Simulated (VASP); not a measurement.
Runs of VASP 6.6.1 on Mg. The structure is that of space group I4/mmm (No. 139), or close to it. The cells are those of the table. 

```tsv
task	cell	cutoff (eV)	gap on the mesh (eV)	pressure (GPa)
single point	a = 2.992 Å, angles 107.7, 107.7, 113.1°, 1 atom	520	none	4.0
single point	a = 3.115 Å, angles 107.6, 107.6, 113.3°, 1 atom	520	none	(a)
single point	a = 3.086 Å, angles 107.6, 107.6, 113.2°, 1 atom	520	none	-0.1
relaxation of cell and atoms	relaxed from a = 3.092 Å, angles 107.2, 107.2, 114.2°, 1 atom	600	none	0.0
relaxation of cell and atoms	relaxed to 4 GPa from a = 2.990 Å, angles 107.6, 107.6, 113.2°, 1 atom	600	none	4.0
```

Alike in all rows: level PBEsol; potentials or basis VASP PAW PBE potentials, release 64 (Mg); no spin polarisation; k mesh 16 × 16 × 16; smearing gaussian 0.1 eV.

Q: Estimate the missing entries.

A: (a) -1.1.

Caveats: the PAW data sets were made with another functional, which shifts forces and pressure a little; the cell stands under pressure (at least some runs); the cell is relaxed towards a set pressure, so the run minimises the enthalpy, not the energy (at least some runs).

A gap of «none» marks levels without a gap at the run's occupations.
